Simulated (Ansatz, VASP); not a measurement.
# One calculation of GePt, two programs

```xyz
4
Lattice="4.5020 0.0000 0.0000 -2.2510 3.8989 0.0000 0.0000 0.0000 4.9868" Properties=species:S:1:pos:R:3 pbc="T T T"
Ge    0.0000    2.5992    0.0000
Ge    2.2510    1.2996    0.0000
Pt    0.0000    2.5992    2.4934
Pt    2.2510    1.2996    2.4934
```

Alike in both runs: functional PBE; k mesh 6 × 6 × 4; occupations gaussian, width 0.1 eV; no spin polarisation.

Ansatz relaxed the structure, and its values are those at the end. VASP's run is a single point on that final structure, the one shown.

|  | VASP | Ansatz |
| --- | --- | --- |
| version | VASP 6.6.1 | Ansatz 0.2.0 |
| potentials or method | VASP PAW PBE potentials, release 64 (Ge_d, Pt), cutoff 520 eV | scalar-relativistic, plane waves, PAW |
| valence electrons in the cell | 48 | 64 |

```tsv
	VASP	Ansatz	Ansatz less VASP
gap on the k mesh at the Fermi level (eV)	none	none	-
pressure (GPa)	0.0	0.0	+0.07
```

A gap of «none» marks a metal or a gap that the smearing closes. VASP's potentials hold 48 valence electrons a cell and Ansatz's 64, so a difference there can come from the potentials and not from the codes.

Neither program's run includes spin-orbit coupling.
